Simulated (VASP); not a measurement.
Runs of VASP 6.6.1 on TaN. The structure is that of space group Fm-3m (No. 225), or close to it. The cells are those of the table. 

```csv
cell,gap on the mesh (eV),pressure (GPa)
"a = 2.958 Å, angles 60.0°, 2 atoms",none,(a)
"a = 3.021, b = 3.021, c = 3.082 Å, angles 59.3, 59.3, 61.3°, 2 atoms",none,34.8
"a = 3.205 Å, angles 60.0°, 2 atoms",none,-21.0
"a = 3.084, b = 3.084, c = 2.958 Å, angles 61.3, 61.3, 57.3°, 2 atoms",none,(b)
"a = 3.144, b = 3.144, c = 3.082 Å, angles 60.7, 60.7, 58.7°, 2 atoms",none,2.4
```

Alike in all rows: task single point; level PBE; potentials or basis VASP PAW PBE potentials, release 64 (Ta_pv, N); no spin polarisation; k mesh 18 × 18 × 18; cutoff (eV) 600; smearing gaussian 0.15 eV.

**Question.** Estimate the missing entries.

**Answer.** (a) 78.7; (b) 40.4.

Caveats: spin-orbit coupling is left out, which moves the levels of the heavy elements; the cell stands under pressure (at least some runs); the cell stands under tension (at least some runs).

A k mesh can miss the band edges, and the runs leave out spin-orbit coupling on Ta.

A gap of «none» marks levels without a gap at the run's occupations.
